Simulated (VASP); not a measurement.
Ni, 1 atom in the cell. It takes space group Im-3m (No. 229, cubic). The conventional cell has a = 2.927 Å, b = 2.927 Å, c = 2.927 Å, α = 90.00°, β = 90.00°, γ = 90.00°. Ni (site symmetry m-3m) has 14 Ni at 2.53 to 2.93 Å within 3.3 Å. 

- Program: VASP 6.6.1
- Task: single point
- Functional: PBE
- Potentials or basis: VASP PAW PBE potentials, release 64 (Ni)
- Cutoff: 600 eV
- k mesh: 8 × 8 × 8
- Occupations: fermi-dirac, width 0.1 eV
- Spin: collinear spin, ferromagnetic start
- Starting moments: [0.76] μB
- Dipole correction: no
- Further INCAR settings: ALGO = Normal; EDIFF = 1e-06; NBANDS = 15

Potentials or basis: VASP PAW PBE potentials, release 64 (Ni).

Launch:

```sh
$ cat potpaw_PBE.64/Ni/POTCAR > POTCAR
$ mpirun -np 1 vasp_std > vasp.out
```

Hardware: 1 thread of Intel Xeon 6975P-C, on a shared host.

Q: How long does it take, and how much memory?

A: Wall time 11 s on 1 thread of Intel Xeon 6975P-C, with other jobs on the host, peak memory 0.13 GiB. Counts: scf iterations 13, k points 29.
